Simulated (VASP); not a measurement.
Write the native input for VASP 6.6.1 that does the following.

```yaml
Task: single point
Functional: PBEsol
Potentials_or_basis: VASP PAW PBE potentials, release 64 (Mo_sv)
Cutoff: 520 eV
k_mesh: 14 × 14 × 14
Occupations: fermi-dirac, width 0.1 eV
Spin: no spin polarisation
Dipole_correction: no
Further_INCAR_settings: ALGO = Normal; EDIFF = 1e-06; NBANDS = 13
```

The structure of Mo lies in POSCAR:

```
Mo
1.0
    2.6085534216      0.0000000000      0.0000000000
    0.0000000000      2.6085534216      0.0000000000
    0.0000000000      0.0000000000      2.6085534216
Mo
1
Direct
    0.0000000000      0.0000000000      0.0000000000
```

This cell differs from its parent crystal: volume scaled by 1.04.

The input as run:

INCAR

```
PREC     = Accurate       # precision mode
ENCUT    = 520            # plane-wave cutoff, eV
EDIFF    = 1E-6           # SCF threshold, eV
ISMEAR   = -1             # smearing method
SIGMA    = 0.1            # smearing width, eV
LREAL    = F              # projectors in reciprocal space
LASPH    = T              # aspherical terms in the spheres
NELM     = 60             # most SCF steps
ALGO     = Normal         # electronic algorithm
ISIF     = 2              # what is computed and relaxed
LWAVE    = F              # write WAVECAR
LCHARG   = T              # write CHGCAR
GGA      = PS             # functional
LELF     = T              # ELF
LVHAR    = T            
NBANDS   = 13             # bands
```

KPOINTS

```
Automatic mesh
0
Gamma
  14 14 14
```

Potentials or basis: VASP PAW PBE potentials, release 64 (Mo_sv).

The run is started by

```sh
$ cat potpaw_PBE.64/Mo_sv/POTCAR > POTCAR
$ mpirun -np 1 vasp_std > vasp.out
```

Results of the run:

```json
{
 "Pressure": "-8.0 GPa",
 "Band gap on the k mesh": "zero (band 7 reaches 11.92 eV, above the bottom of band 8 at 9.66 eV)"
}
```

Caveat: the PAW data sets were made with another functional, which shifts forces and pressure a little.

Wall time 7 s on 1 thread of Intel(R) Xeon(R) 6975P-C (Granite Rapids) (shared host), peak memory 0.14 GiB.
